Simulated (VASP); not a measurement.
# GaP (F-43m) in VASP: further runs

The runs below take GaP through single point, with PBE, r2SCAN.

Everything below comes from runs of VASP 6.6.1. Logs are shortened: lines on timing, memory, paths and dates and some standing lists are left out, and cuts for length are marked.

## Step 1: The cell of the first run

Symmetry: F-43m, No. 216, cubic system. Conventional cell: a = 5.452 Å, b = 5.452 Å, c = 5.452 Å, α = 90.00°, β = 90.00°, γ = 90.00°. Ga (site symmetry -43m) has 4 P at 2.36 Å within 3.1 Å. Within 3.1 Å of P (site symmetry -43m) lie 4 Ga at 2.36 Å.

## Step 2: Single point, PBE

File INCAR:

```
PREC = Accurate
ENCUT = 500
EDIFF = 1E-6
ISMEAR = -1
SIGMA = 0.01
LREAL = F
LASPH = T
NELM = 120
ALGO = Normal
ISIF = 2
LWAVE = F
LCHARG = F
GGA = PE
NBANDS = 16
GGA_COMPAT = F
```

File KPOINTS:

```
regular mesh
0
Gamma
  9 9 9
```

File POSCAR:

```
GaP
1.0
    0.0000000000      2.7258125000      2.7258125000
    2.7258125000      0.0000000000      2.7258125000
    2.7258125000      2.7258125000      0.0000000000
Ga P
1 1
Direct
    0.0000000000      0.0000000000      0.0000000000
    0.7500000000      0.7500000000      0.7500000000
```

Potentials or basis: VASP PAW PBE potentials, release 64 (Ga_d, P).

Run with:

```sh
> cat potpaw_PBE.64/Ga_d/POTCAR potpaw_PBE.64/P/POTCAR > POTCAR
> mpirun -np 1 vasp_std > vasp.out
```

OUTCAR:

```text
PREC = Accurate
   ENCUT = 500
   EDIFF = 1E-6
   ISMEAR = -1
   LREAL = F
   LASPH = T
   NELM = 120
   ISIF = 2
   GGA = PE

 ion  position               nearest neighbor table
   1  0.000  0.000  0.000-   2 2.36   2 2.36   2 2.36   2 2.36
   2  0.750  0.750  0.750-   1 2.36   1 2.36   1 2.36   1 2.36

  LATTYP: Found a face centered cubic cell.
 ALAT       =     5.4516250000

  Lattice vectors:

 A1 = (   0.0000000000,   2.7258125000,   2.7258125000)
 A2 = (   2.7258125000,   0.0000000000,   2.7258125000)
 A3 = (   2.7258125000,   2.7258125000,   0.0000000000)

Analysis of symmetry for initial positions (statically):
=====================================================================
 Subroutine PRICEL returns:
 Original cell was already a primitive cell.

 Routine SETGRP: Setting up the symmetry group for a
 face centered cubic supercell.

 Subroutine GETGRP returns: Found 24 space group operations
 (whereof 24 operations were pure point group operations)
 out of a pool of 48 trial point group operations.

The static configuration has the point symmetry T_d .

Analysis of symmetry for dynamics (positions and initial velocities):
=====================================================================
 Subroutine PRICEL returns:
 Original cell was already a primitive cell.

 Routine SETGRP: Setting up the symmetry group for a
 face centered cubic supercell.

 Subroutine GETGRP returns: Found 24 space group operations
 (whereof 24 operations were pure point group operations)
 out of a pool of 48 trial point group operations.

The dynamic configuration has the point symmetry T_d .

 Subroutine INISYM returns: Found 24 space group operations
 (whereof 24 operations are pure point group operations),
 and found     1 'primitive' translations

----------------------------------------------------------------------------------------

                                     Primitive cell

  volume of cell :      40.5059

  direct lattice vectors                    reciprocal lattice vectors
     0.000000000  2.725812500  2.725812500    -0.183431546  0.183431546  0.183431546
     2.725812500  0.000000000  2.725812500     0.183431546 -0.183431546  0.183431546
     2.725812500  2.725812500  0.000000000     0.183431546  0.183431546 -0.183431546

  length of vectors
     3.854881006  3.854881006  3.854881006     0.317712757  0.317712757  0.317712757

  position of ions in fractional coordinates (direct lattice)
     0.000000000  0.000000000  0.000000000
     0.750000000  0.750000000  0.750000000

  ion indices of the primitive-cell ions
   primitive index   ion index
                 1           1
                 2           2

----------------------------------------------------------------------------------------

 KPOINTS: regular mesh

Automatic generation of k-mesh.
 Grid dimensions read from file:
 generate k-points for:    9    9    9

 Generating k-lattice:

  Cartesian coordinates                     Fractional coordinates (reciprocal lattice)
    -0.020381283  0.020381283  0.020381283     0.111111111  0.000000000  0.000000000
     0.020381283 -0.020381283  0.020381283     0.000000000  0.111111111  0.000000000
     0.020381283  0.020381283 -0.020381283     0.000000000  0.000000000  0.111111111

  Length of vectors
     0.035301417  0.035301417  0.035301417

  Shift w.r.t. Gamma in fractional coordinates (k-lattice)
     0.000000000  0.000000000  0.000000000

 Subroutine IBZKPT returns following result:
 ===========================================

 Found     35 irreducible k-points:

 Following reciprocal coordinates:
            Coordinates               Weight
  0.000000  0.000000  0.000000      1.000000
  0.111111  0.000000  0.000000      8.000000
  0.222222  0.000000  0.000000      8.000000
  0.333333  0.000000  0.000000      8.000000
  0.444444  0.000000  0.000000      8.000000
  0.111111  0.111111  0.000000      6.000000
[... 16 lines left out ...]
 -0.333333  0.333333  0.000000     12.000000
  0.444444  0.444444  0.000000      6.000000
 [... further k-points ...]
   k-points           NKPTS =     35   k-points in BZ     NKDIM =     35   number of bands    NBANDS=     16
   number of dos      NEDOS =    301   number of ions     NIONS =      2
   total plane-waves  NPLWV =  21952
   dimension x,y,z NGX =    28 NGY =   28 NGZ =   28
   dimension x,y,z NGXF=    56 NGYF=   56 NGZF=   56
   ions per type =               1   1
   NGX,Y,Z   is equivalent  to a cutoff of  12.08, 12.08, 12.08 a.u.
   NGXF,Y,Z  is equivalent  to a cutoff of  24.15, 24.15, 24.15 a.u.
 SYSTEM =  unknown system
   PREC   = accura    normal or accurate (medium, high low for compatibility)
   ISTART =      0    job   : 0-new  1-cont  2-samecut
   ICHARG =      2    charge: 1-file 2-atom 10-const
   ISPIN  =      1    spin polarized calculation?
   LNONCOLLINEAR =      F non collinear calculations
   LSORBIT =      F    spin-orbit coupling
   LASPH  =      T    aspherical Exc in radial PAW
   ENCUT  =  500.0 eV  36.75 Ry    6.06 a.u.   7.03  7.03  7.03*2*pi/ulx,y,z
   NELM   =    120;   NELMIN=  2; NELMDL= -5     # of ELM steps
   EDIFF  = 0.1E-05   stopping-criterion for ELM
   LREAL  =      F    real-space projection
   EDIFFG = 0.1E-04   stopping-criterion for IOM
   NSW    =      0    number of steps for IOM
   IBRION =     -1    ionic relax: 0-MD 1-quasi-New 2-CG
   NFREE  =      0    steps in history (QN), initial steepest desc. (CG)
   ISIF   =      2    stress and relaxation
   ISYM   =      2    0-nonsym 1-usesym 2-fastsym
   POTIM  = 0.5000    time-step for ionic-motion
   TEBEG  =    0.0;   TEEND  =   0.0 temperature during run
   PSTRESS=    0.0 pullay stress
   NELECT =      18.0000    total number of electrons
   NUPDOWN=      -1.0000    fix difference up-down
   EMIN   =  10.00;   EMAX   =-10.00  energy-range for DOS
   EFERMI =   0.00;   METHOD = LEGACY
   ISMEAR =    -1;   SIGMA  =   0.01  broadening in eV -4-tet -1-fermi 0-gaus
   EFERMI_NEDOS =   21; number of points for ismear=-14 and -15
   IALGO  =     38    algorithm
   IMIX   =      4    mixing-type and parameters
     AMIX     =   0.40;   BMIX     =  1.00
     AMIX_MAG =   1.60;   BMIX_MAG =  1.00
  volume/ion in A,a.u.               =      20.25       136.67
  Fermi-wavevector in a.u.,A,eV,Ry     =   1.249280  2.360796 21.234610  1.560700
  Thomas-Fermi vector in A             =   2.383328
   LORBIT       =      0    0 simple, 1 ext, 2 COOP (PROOUT), +10 PAW based schemes
   GGA     = PE    functional components
   LHFCALC =     F    Hartree Fock is set to
   AEXX    =    0.0000 exact exchange contribution
   IVDW    =     0    specifies the selected vdW correction
   LEPSILON=     F    determine dielectric tensor
   LRPA    =     F    only Hartree local field effects (RPA)
 non-spin polarized calculation
  energy-cutoff  :      500.00
  volume of cell :       40.51
 maximum number of plane-waves:      1037
   NGX = 13   NGY = 13   NGZ = 13

 number of electron      18.0000016 magnetization

 Free energy of the ion-electron system (eV)
  ---------------------------------------------------
  ext. energy  EPLUGINS =         0.00000000
  ---------------------------------------------------
  free energy    TOTEN  =        -9.11781248 eV

  energy without entropy =       -9.11781248  energy(sigma->0) =       -9.11781248

 E-fermi :   4.8431     XC(G=0):  -9.8306

 val. band max:        4.6451398450   @ k =   0.0000   0.0000   0.0000
 cond. band min:       6.2446533688   @ k =   0.4444   0.4444   0.0000
 fundamental gap:      1.5995135238
 Fermi energy:         4.8430873989

 k-point     1 :       0.0000    0.0000    0.0000
  band No.  band energies     occupation
      1      -9.9037      2.00000
      2      -9.9037      2.00000
      3      -9.9037      2.00000
      4      -9.8042      2.00000
      5      -9.8042      2.00000
      6      -7.8418      2.00000
[... 8 lines left out ...]
     15      14.4322      0.00000
     16      14.4322      0.00000

 k-point     2 :       0.1111    0.0000    0.0000
  band No.  band energies     occupation
      1      -9.9147      2.00000
      2      -9.8999      2.00000
      3      -9.8999      2.00000
      4      -9.8042      2.00000
      5      -9.8042      2.00000
      6      -7.6816      2.00000
[... 8 lines left out ...]
     15      13.8940      0.00000
     16      14.1918      0.00000

 k-point     3 :       0.2222    0.0000    0.0000
  band No.  band energies     occupation
      1      -9.9404      2.00000
      2      -9.8913      2.00000
      3      -9.8913      2.00000
      4      -9.8034      2.00000
      5      -9.8034      2.00000
      6      -7.2214      2.00000
[... 8 lines left out ...]
     15      13.5513      0.00000
     16      14.6898      0.00000

 k-point     4 :       0.3333    0.0000    0.0000
  band No.  band energies     occupation
      1      -9.9669      2.00000
      2      -9.8833      2.00000
      3      -9.8833      2.00000
      4      -9.8006      2.00000
      5      -9.8006      2.00000
      6      -6.5398      2.00000
[... 8 lines left out ...]
     15      14.2924      0.00000
     16      14.3455      0.00000
[... 324 lines left out ...]
 k-point    22 :      -0.4444    0.3333    0.0000
  band No.  band energies     occupation
      1     -10.0060      2.00000
      2      -9.8568      2.00000
      3      -9.8479      2.00000
      4      -9.8250      2.00000
      5      -9.7902      2.00000
      6      -5.0279      2.00000
[... 8 lines left out ...]
     15      15.7462      0.00000
     16      18.6425      0.00000

 k-point    23 :      -0.3333    0.3333    0.0000
  band No.  band energies     occupation
      1      -9.9971      2.00000
      2      -9.8654      2.00000
      3      -9.8541      2.00000
      4      -9.8150      2.00000
      5      -9.7972      2.00000
      6      -5.1169      2.00000
[... 8 lines left out ...]
     15      14.2319      0.00000
     16      19.6978      0.00000

 k-point    24 :       0.4444    0.4444    0.0000
  band No.  band energies     occupation
      1     -10.0184      2.00000
      2      -9.8407      2.00000
      3      -9.8407      2.00000
      4      -9.8386      2.00000
      5      -9.7831      2.00000
      6      -5.0869      2.00000
[... 8 lines left out ...]
     15      16.8885      0.00000
     16      18.1783      0.00000

 [... further k-points ...]

------------------------ aborting loop because EDIFF is reached ----------------------------------------

  FORCE on cell =-STRESS in cart. coord.  units (eV):
  Direction    XX          YY          ZZ          XY          YZ          ZX
  --------------------------------------------------------------------------------------
  -------------------------------------------------------------------------------------
  Total        0.5967394      0.5967394      0.5967394      0.0000000     -0.0000000      0.0000000
  in kB       23.6035501     23.6035501     23.6035501      0.0000000     -0.0000000      0.0000000
  external PRESSURE =      23.6035501 kB  Pullay stress =       0.0000000 kB

 VOLUME and BASIS-vectors are now :
 -----------------------------------------------------------------------------
  energy-cutoff  :      500.00
  volume of cell :       40.51
      direct lattice vectors                 reciprocal lattice vectors
     0.000000000  2.725812500  2.725812500    -0.183431546  0.183431546  0.183431546
     2.725812500  0.000000000  2.725812500     0.183431546 -0.183431546  0.183431546
     2.725812500  2.725812500  0.000000000     0.183431546  0.183431546 -0.183431546

 POSITION                                       TOTAL-FORCE (eV/Angst)
 -----------------------------------------------------------------------------------
      0.00000      0.00000      0.00000         0.000000      0.000000      0.000000
      4.08872      4.08872      4.08872        -0.000000     -0.000000     -0.000000
 -----------------------------------------------------------------------------------
    total drift:                               -0.000001     -0.000001     -0.000001

  FREE ENERGIE OF THE ION-ELECTRON SYSTEM (eV)
  ---------------------------------------------------
  free  energy   TOTEN  =        -9.1178124829 eV

  energy  without entropy=       -9.1178124829  energy(sigma->0) =       -9.11781248
```

Run time: 37 s. Hardware: 1 thread of Intel Xeon 8259CL, shared host; peak memory 0.16 GiB.

What came out:

| Item | Value |
| --- | --- |
| Free energy | -9.1178 eV |
| Pressure | 2.4 GPa |
| Band gap on the k mesh | 1.60 eV (least direct gap 1.82 eV) |

Levels at points of the mesh, in eV from the valence-band top:
```
           k point  band 6  band 7  band 8  band 9  band 10  band 11  band 12  band 13
(0.00, 0.00, 0.00)  -12.49    0.00    0.00    0.00     1.82     3.89     3.89     3.89
```

Caveat: an odd mesh through Γ misses points on the zone boundary, where band edges can lie.

## Step 3: Single point, r2SCAN

POSCAR is that of step 2.

File INCAR.step1:

```
PREC     = Accurate       # precision mode
ENCUT    = 550            # plane-wave cutoff, eV
ISMEAR   = -1             # smearing method
SIGMA    = 0.01           # smearing width, eV
LREAL    = F              # projectors in reciprocal space
LASPH    = T              # aspherical terms in the spheres
NELM     = 120            # most SCF steps
NBANDS   = 16             # bands
GGA      = PE             # functional
ALGO     = Normal         # electronic algorithm
EDIFF    = 1E-5           # SCF threshold, eV
LWAVE    = T              # write WAVECAR
LCHARG   = F              # write CHGCAR
GGA_COMPAT= F
```

File INCAR.step2:

```
PREC     = Accurate       # precision mode
ENCUT    = 550            # plane-wave cutoff, eV
EDIFF    = 1E-6           # SCF threshold, eV
ISMEAR   = -1             # smearing method
SIGMA    = 0.01           # smearing width, eV
LREAL    = F              # projectors in reciprocal space
LASPH    = T              # aspherical terms in the spheres
NELM     = 120            # most SCF steps
ALGO     = Normal         # electronic algorithm
ISIF     = 2              # what is computed and relaxed
LWAVE    = F              # write WAVECAR
LCHARG   = F              # write CHGCAR
METAGGA  = R2SCAN         # meta-GGA
LMIXTAU  = T            
NBANDS   = 16             # bands
ISTART   = 1            
GGA_COMPAT= F
```

KPOINTS is that of step 2.

Potentials or basis: VASP PAW PBE potentials, release 64 (Ga_d, P).

Run with:

```sh
> cat potpaw_PBE.64/Ga_d/POTCAR potpaw_PBE.64/P/POTCAR > POTCAR
> cp INCAR.step1 INCAR
> mpirun -np 1 vasp_std > vasp.out
> cp INCAR.step2 INCAR
> mpirun -np 1 vasp_std > vasp.out
```

Wall time 3.1 min (1 thread of Intel Xeon 8259CL, shared host); peak memory 0.18 GiB.

The run converged. Its results:

```
Free energy            : -21.4642 eV
Pressure               : -0.1 GPa
Band gap on the k mesh : 1.86 eV (least direct gap 2.34 eV)
```

Levels at points of the mesh, in eV from the valence-band top:
```tsv
k point	band 6	band 7	band 8	band 9	band 10	band 11	band 12	band 13
(0.00, 0.00, 0.00)	-13.02	0.00	0.00	0.00	2.34	4.19	4.19	4.19
```

Caveat: the PAW data sets were made with another functional, which shifts forces and pressure a little; an odd mesh through Γ misses points on the zone boundary, where band edges can lie.
